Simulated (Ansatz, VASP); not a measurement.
**Two plane-wave programs on SnO3**

```
Sn O
1.0
     3.98426    0.00000    0.00000
     0.00000    3.98426    0.00000
     0.00000    0.00000    3.98426
Sn O
1 3
Direct
  0.00000 0.00000 0.00000
  0.00000 0.50000 0.50000
  0.50000 0.00000 0.50000
  0.50000 0.50000 0.00000
```

Change from the starting cell: species swapped into the Dy3Al type (Pm-3m, No. 221).

Alike in both runs: task relaxation of cell and atoms; functional PBE; k mesh 4 × 4 × 4; occupations gaussian, width 0.1 eV; no spin polarisation.

```csv
,VASP,Ansatz
version,VASP 6.6.1,Ansatz 0.2.0
potentials or method,"VASP PAW PBE potentials, release 64 (Sn_d, O), cutoff 600 eV","scalar-relativistic, plane waves, PAW"
valence electrons in the cell,32,32
```

```csv
,VASP,Ansatz,Ansatz less VASP
"gap on the k mesh at the Fermi level, each at its own relaxed structure (eV)",none,none,-
relaxed volume (Å³/atom),10.11,10.07,-0.048
relaxed cell length with the largest relative difference (Å),3.433,3.428,-0.0054
```

A gap of «none» marks a metal or a gap that the smearing closes.

The k mesh is coarse, so the values compare programs but aren't converged. Noted on VASP's run: the volume moved by over 15 % at a fixed basis, so the end points are rough.
